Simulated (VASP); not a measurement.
# MgO (scan.b) (Fm-3m) in VASP: a series of runs, part 2 of 2

VASP 6.6.1.

## 4. Single point, r2SCAN (volume scaled by 0.97)

File POSCAR:

```
MgO
1.0
    0.0000000000      2.0809329100      2.0809329100
    2.0809329100      0.0000000000      2.0809329100
    2.0809329100      2.0809329100      0.0000000000
Mg O
1 1
Direct
    0.0000000000      0.0000000000      0.0000000000
    0.5000000000      0.5000000000      0.5000000000
```

File INCAR.step1:

```
SYSTEM = MgO
PREC = Accurate
ENCUT = 660
ISMEAR = 0
SIGMA = 0.02
LREAL = .FALSE.
LASPH = .TRUE.
NELM = 120
NBANDS = 11
GGA = PE
ALGO = Normal
EDIFF = 1E-5
LWAVE = .TRUE.
LCHARG = .FALSE.
GGA_COMPAT = .FALSE.
```

File INCAR.step2:

```
SYSTEM = MgO
PREC = Accurate
ENCUT = 660
EDIFF = 1E-6
ISMEAR = 0
SIGMA = 0.02
LREAL = .FALSE.
LASPH = .TRUE.
NELM = 120
ALGO = Normal
ISIF = 2
LWAVE = .FALSE.
LCHARG = .FALSE.
METAGGA = R2SCAN
LMIXTAU = .TRUE.
NBANDS = 11
ISTART = 1
GGA_COMPAT = .FALSE.
```

File KPOINTS:

```
regular mesh
0
G
  10 10 10
  0 0 0
```

Potentials or basis: VASP PAW PBE potentials, release 64 (Mg, O).

The run is started by

```sh
$ cat potpaw_PBE.64/Mg/POTCAR potpaw_PBE.64/O/POTCAR > POTCAR
$ cp INCAR.step1 INCAR
$ mpirun -np 1 vasp_std > vasp.out
$ cp INCAR.step2 INCAR
$ mpirun -np 1 vasp_std > vasp.out
```

OUTCAR:

```text
SYSTEM = MgO
   PREC = Accurate
   ENCUT = 660
   EDIFF = 1E-6
   ISMEAR = 0
   LREAL = .FALSE.
   LASPH = .TRUE.
   NELM = 120
   ISIF = 2
   METAGGA = R2SCAN
   ISTART = 1

 ion  position               nearest neighbor table
   1  0.000  0.000  0.000-   2 2.08   2 2.08   2 2.08   2 2.08   2 2.08   2 2.08
   2  0.500  0.500  0.500-   1 2.08   1 2.08   1 2.08   1 2.08   1 2.08   1 2.08

  LATTYP: Found a face centered cubic cell.
 ALAT       =     4.1618658200

  Lattice vectors:

 A1 = (   0.0000000000,   2.0809329100,   2.0809329100)
 A2 = (   2.0809329100,   0.0000000000,   2.0809329100)
 A3 = (   2.0809329100,   2.0809329100,   0.0000000000)

Analysis of symmetry for initial positions (statically):
=====================================================================
 Subroutine PRICEL returns:
 Original cell was already a primitive cell.

 Routine SETGRP: Setting up the symmetry group for a
 face centered cubic supercell.

 Subroutine GETGRP returns: Found 48 space group operations
 (whereof 48 operations were pure point group operations)
 out of a pool of 48 trial point group operations.

The static configuration has the point symmetry O_h .

Analysis of symmetry for dynamics (positions and initial velocities):
=====================================================================
 Subroutine PRICEL returns:
 Original cell was already a primitive cell.

 Routine SETGRP: Setting up the symmetry group for a
 face centered cubic supercell.

 Subroutine GETGRP returns: Found 48 space group operations
 (whereof 48 operations were pure point group operations)
 out of a pool of 48 trial point group operations.

The dynamic configuration has the point symmetry O_h .

 Subroutine INISYM returns: Found 48 space group operations
 (whereof 48 operations are pure point group operations),
 and found     1 'primitive' translations

----------------------------------------------------------------------------------------

                                     Primitive cell

  volume of cell :      18.0221
[... 118 lines left out ...]
   LEPSILON=     F    determine dielectric tensor
   LRPA    =     F    only Hartree local field effects (RPA)
 non-spin polarized calculation
 Gauss-broadening in eV      SIGMA  =   0.02
  energy-cutoff  :      660.00
  volume of cell :       18.02
 maximum number of plane-waves:       725
 NGX is ok and might be reduce to    28
   NGX = 13   NGY = 13   NGZ = 13

 number of electron       7.9999999 magnetization

 Free energy of the ion-electron system (eV)
  ---------------------------------------------------
  ext. energy  EPLUGINS =         0.00000000
  ---------------------------------------------------
  free energy    TOTEN  =       -16.16183233 eV

  energy without entropy =      -16.16183233  energy(sigma->0) =      -16.16183233

 E-fermi :   3.1524     XC(G=0): -11.7783

 val. band max:        3.0414636825   @ k =   0.0000   0.0000   0.0000
 cond. band min:       9.0233461469   @ k =   0.0000   0.0000   0.0000
 fundamental gap:      5.9818824644
 Fermi energy:         3.1523533666

 k-point     1 :       0.0000    0.0000    0.0000
  band No.  band energies     occupation
      1     -15.3436      2.00000
      2       3.0415      2.00000
      3       3.0415      2.00000
      4       3.0415      2.00000
      5       9.0233      0.00000
      6      20.0932      0.00000
      7      20.0932      0.00000
      8      20.0932      0.00000
      9      24.3459      0.00000
     10      26.1499      0.00000
     11      26.1499      0.00000
[... 309 lines left out ...]
 k-point    24 :       0.4000    0.3000    0.0000
  band No.  band energies     occupation
      1     -14.0569      2.00000
      2      -0.6560      2.00000
      3       1.6708      2.00000
      4       1.8933      2.00000
      5      13.9346      0.00000
      6      14.3810      0.00000
      7      18.2224      0.00000
      8      23.0109      0.00000
      9      23.2418      0.00000
     10      29.7949      0.00000
     11      32.2817      0.00000

 [... further k-points ...]

------------------------ aborting loop because EDIFF is reached ----------------------------------------

  FORCE on cell =-STRESS in cart. coord.  units (eV):
  Direction    XX          YY          ZZ          XY          YZ          ZX
  --------------------------------------------------------------------------------------
  -------------------------------------------------------------------------------------
  Total        0.4434347      0.4434347      0.4434347      0.0000000     -0.0000000      0.0000000
  in kB       39.4217604     39.4217604     39.4217604      0.0000000     -0.0000000      0.0000000
  external PRESSURE =      39.4217604 kB  Pullay stress =       0.0000000 kB

 VOLUME and BASIS-vectors are now :
 -----------------------------------------------------------------------------
  energy-cutoff  :      660.00
  volume of cell :       18.02
      direct lattice vectors                 reciprocal lattice vectors
     0.000000000  2.080932910  2.080932910    -0.240276848  0.240276848  0.240276848
     2.080932910  0.000000000  2.080932910     0.240276848 -0.240276848  0.240276848
     2.080932910  2.080932910  0.000000000     0.240276848  0.240276848 -0.240276848

 POSITION                                       TOTAL-FORCE (eV/Angst)
 -----------------------------------------------------------------------------------
      0.00000      0.00000      0.00000         0.000000      0.000000      0.000000
      2.08093      2.08093      2.08093        -0.000000     -0.000000     -0.000000
 -----------------------------------------------------------------------------------
    total drift:                                0.000000      0.000000      0.000000

  FREE ENERGIE OF THE ION-ELECTRON SYSTEM (eV)
  ---------------------------------------------------
  free  energy   TOTEN  =       -16.1618323282 eV

  energy  without entropy=      -16.1618323282  energy(sigma->0) =      -16.16183233
```

OUTCAR.step1:

```text
SYSTEM = MgO
   PREC = Accurate
   ENCUT = 660
   ISMEAR = 0
   LREAL = .FALSE.
   LASPH = .TRUE.
[... 558 lines left out ...]
      0.00000      0.00000      0.00000        -0.000000     -0.000000      0.000000
      2.08093      2.08093      2.08093         0.000000      0.000000     -0.000000
 -----------------------------------------------------------------------------------
    total drift:                                0.000000      0.000000      0.000000

  FREE ENERGIE OF THE ION-ELECTRON SYSTEM (eV)
  ---------------------------------------------------
  free  energy   TOTEN  =       -11.8816304289 eV

  energy  without entropy=      -11.8816304289  energy(sigma->0) =      -11.88163043
```

OSZICAR.step1:

```text
N       E                     dE             d eps       ncg     rms          rms(c)
DAV:   1     0.211209188526E+02    0.21121E+02   -0.52615E+03  1122   0.791E+02
DAV:   2    -0.126386272748E+02   -0.33760E+02   -0.32685E+02  1205   0.157E+02
DAV:   3    -0.134458213683E+02   -0.80719E+00   -0.80634E+00  1264   0.216E+01
DAV:   4    -0.134478982696E+02   -0.20769E-02   -0.20769E-02  1136   0.121E+00
DAV:   5    -0.134479046837E+02   -0.64141E-05   -0.64141E-05  1220   0.661E-02    0.725E+00
DAV:   6    -0.118975130733E+02    0.15504E+01   -0.84968E+00  1076   0.163E+01    0.217E+00
DAV:   7    -0.118869687191E+02    0.10544E-01   -0.59089E-02  1133   0.213E+00    0.135E+00
DAV:   8    -0.118820679916E+02    0.49007E-02   -0.26707E-02  1085   0.187E+00    0.237E-01
DAV:   9    -0.118816566983E+02    0.41129E-03   -0.67741E-04  1181   0.179E-01    0.131E-01
DAV:  10    -0.118816299995E+02    0.26699E-04   -0.60913E-04  1136   0.180E-01    0.124E-02
DAV:  11    -0.118816304289E+02   -0.42939E-06   -0.38521E-06   637   0.176E-02
   1 F= -.11881630E+02 E0= -.11881630E+02  d E =-.122965E-54
```

It took 32 s on 1 thread of Intel Xeon 6975P-C (Granite Rapids), shared host; peak memory 0.17 GiB.

Results:

| Item | Value |
| --- | --- |
| Free energy | -16.1618 eV |
| Pressure | 3.9 GPa |
| Band gap on the k mesh | 5.98 eV, direct |

Caveat: the PAW data sets were made with another functional, which shifts forces and pressure a little.

## 5. Single point, r2SCAN (volume scaled by 1.03)

File POSCAR:

```
MgO
1.0
    0.0000000000      2.1229832880      2.1229832880
    2.1229832880      0.0000000000      2.1229832880
    2.1229832880      2.1229832880      0.0000000000
Mg O
1 1
Direct
    0.0000000000      0.0000000000      0.0000000000
    0.5000000000      0.5000000000      0.5000000000
```

File INCAR.step1:

```
PREC     = Accurate       # precision mode
ENCUT    = 660            # plane-wave cutoff, eV
ISMEAR   = 0              # smearing method
SIGMA    = 0.02           # smearing width, eV
LREAL    = False          # projectors in reciprocal space
LASPH    = True           # aspherical terms in the spheres
NELM     = 120            # most SCF steps
NBANDS   = 11             # bands
GGA      = PE             # functional
ALGO     = Normal         # electronic algorithm
EDIFF    = 1E-5           # SCF threshold, eV
LWAVE    = True           # write WAVECAR
LCHARG   = False          # write CHGCAR
GGA_COMPAT= False
```

File INCAR.step2:

```
PREC     = Accurate       # precision mode
ENCUT    = 660            # plane-wave cutoff, eV
EDIFF    = 1E-6           # SCF threshold, eV
ISMEAR   = 0              # smearing method
SIGMA    = 0.02           # smearing width, eV
LREAL    = False          # projectors in reciprocal space
LASPH    = True           # aspherical terms in the spheres
NELM     = 120            # most SCF steps
ALGO     = Normal         # electronic algorithm
ISIF     = 2              # what is computed and relaxed
LWAVE    = False          # write WAVECAR
LCHARG   = True           # write CHGCAR
METAGGA  = R2SCAN         # meta-GGA
LMIXTAU  = True         
LELF     = True           # ELF
LVHAR    = True         
NBANDS   = 11             # bands
ISTART   = 1            
GGA_COMPAT= False
```

File KPOINTS:

```
Automatic mesh
0
Gamma
  10 10 10
```

The run is started by

```sh
$ cat potpaw_PBE.64/Mg/POTCAR potpaw_PBE.64/O/POTCAR > POTCAR
$ cp INCAR.step1 INCAR
$ mpirun -np 1 vasp_std > vasp.out
$ cp INCAR.step2 INCAR
$ mpirun -np 1 vasp_std > vasp.out
```

Run time: 32 s. Hardware: 1 thread of Intel Xeon 6975P-C (Granite Rapids), shared host; peak memory 0.18 GiB.

Results (log left out):

```yaml
Free_energy: -16.1557 eV
Pressure: -6.0 GPa
Band_gap_on_the_k_mesh: 5.37 eV, direct
```

Levels at points of the mesh, in eV from the valence-band top:
```csv
k point,band 1,band 2,band 3,band 4,band 5,band 6,band 7,band 8,band 9
"(0.00, 0.00, 0.00)",-18.08,0.00,0.00,0.00,5.37,16.70,16.70,16.70,20.77
"(0.50, 0.00, 0.00)",-16.89,-4.50,-0.65,-0.65,8.64,13.52,17.17,17.17,22.00
"(0.50, 0.50, 0.00)",-16.65,-4.00,-1.34,-1.34,10.00,10.80,14.02,19.99,19.99
```

Caveat: the PAW data sets were made with another functional, which shifts forces and pressure a little.

## 6. The runs side by side

```tsv
cell	gap on the mesh (eV)	pressure (GPa)
a = 2.881 Å, angles 60.0°, 2 atoms	6.68	17.6
a = 2.912 Å, angles 60.0°, 2 atoms	6.32	10.3
a = 2.943 Å, angles 60.0°, 2 atoms	5.98	3.9
a = 3.002 Å, angles 60.0°, 2 atoms	5.37	-6.0
```

Alike in all rows: task single point; level r2SCAN; potentials or basis VASP PAW PBE potentials, release 64 (Mg, O); no spin polarisation; k mesh 10 × 10 × 10; cutoff (eV) 660; smearing gaussian 0.02 eV.

Caveats: the PAW data sets were made with another functional, which shifts forces and pressure a little.

Total energies depend on the potentials used, so only differences within one code and one set of settings carry meaning.
